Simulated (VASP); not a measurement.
Crystal: Se.

```
CELL_PARAMETERS angstrom
5.57640 0.00000 0.00000
0.00000 5.57640 0.00000
0.00000 0.00000 5.22435
ATOMIC_POSITIONS crystal
Se 0.00000 0.00000 0.75000
Se 0.00000 0.00000 0.25000
Se 0.20371 0.50000 0.00000
Se 0.50000 0.20371 0.50000
Se 0.50000 0.79629 0.50000
Se 0.79629 0.50000 0.00000
```

- Program: VASP 6.6.1
- Task: relaxation of cell and atoms
- Functional: PBE
- Potentials or basis: VASP PAW PBE potentials, release 64 (Se)
- Cutoff: 600 eV
- k mesh: 8 × 8 × 8
- Occupations: gaussian, width 0.1 eV
- Spin: no spin polarisation

At the start: pressure -0.1 GPa; volume 27.08 Å³/atom.

Q: Where does the relaxation end?

A: Over 12 steps the energy falls by 13.4 meV/atom and the volume is 28.99 Å³/atom (+7.1 %); space group P4_2/mmc (No. 131, to 0.05 Å).

Step by step:
```csv
step,energy change (eV),largest force (eV/Å),pressure (GPa),volume (Å³)
1,0.0000,0.0670,-0.13,162.46
2,-0.0173,0.0862,0.10,161.94
3,-0.0345,0.1197,0.66,160.84
4,-0.0493,0.2195,0.22,163.64
5,-0.0606,0.3793,-0.42,168.66
6,-0.0675,0.3084,-0.31,169.53
7,-0.0784,0.0977,0.00,171.71
8,-0.0620,0.4794,0.80,176.08
9,-0.0796,0.0082,0.16,172.54
10,-0.0797,0.0172,0.17,172.62
11,-0.0799,0.0122,0.12,173.05
12,-0.0801,0.0010,-0.01,173.95
```

Final structure:
```xyz
6
Lattice="5.9049 0.0000 0.0000 0.0000 5.9049 0.0000 0.0000 0.0000 4.9887" Properties=species:S:1:pos:R:3 pbc="T T T"
Se    0.0000    5.9049    3.7415
Se    0.0000    5.9049    1.2472
Se    1.1251    2.9525    4.9887
Se    2.9525    1.1251    2.4944
Se    2.9525    4.7798    2.4944
Se    4.7798    2.9525    0.0000
```
